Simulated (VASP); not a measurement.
BeCdS4, 6 atoms in the cell. Symmetry: C2, No. 5, monoclinic system. Conventional cell: a = 7.413 Å, b = 7.299 Å, c = 5.138 Å, α = 90.00°, β = 116.01°, γ = 90.00°. Be (site symmetry 2) has 4 S at 2.11 to 2.16 Å within 2.8 Å. Within 3.7 Å of Cd (site symmetry 2) lie 8 S at 2.63 to 3.57 Å and 4 Be at 3.61 to 3.64 Å. S (site symmetry 1) has 2 S at 2.15 to 2.81 Å and 1 Be at 2.16 Å and 2 Cd at 2.63 to 2.98 Å within 3.0 Å. Within 2.9 Å of S (site symmetry 1) lie 1 Be at 2.11 Å and 2 S at 2.15 to 2.81 Å and 1 Cd at 2.64 Å. The cell was built from a structure type or drawn by symmetry, and may not be a known phase.

```yaml
Program: VASP 6.6.1
Task: single point
Functional: PBE
Potentials_or_basis: VASP PAW PBE potentials, release 64 (Be, Cd, S)
Cutoff: 520 eV
k_mesh: 6 × 6 × 6
Occupations: gaussian, width 0.02 eV
Spin: no spin polarisation
Dipole_correction: no
Further_INCAR_settings: ALGO = Normal; EDIFF = 1e-07; NBANDS = 28
```

Potentials or basis: VASP PAW PBE potentials, release 64 (Be, Cd, S).

Run with:

```bash
$ cat potpaw_PBE.64/Be/POTCAR potpaw_PBE.64/Cd/POTCAR potpaw_PBE.64/S/POTCAR > POTCAR
$ mpirun -np 1 vasp_std > vasp.out
```

Hardware: 1 thread of Intel(R) Xeon(R) 6975P-C (Granite Rapids), with other jobs on the host.

Question: How long does it take, and how much memory?

Answer: It took 2.2 min on 1 thread of Intel(R) Xeon(R) 6975P-C (Granite Rapids), with other jobs on the host, peak memory 0.38 GiB. Counts: scf iterations 16, k points 68.
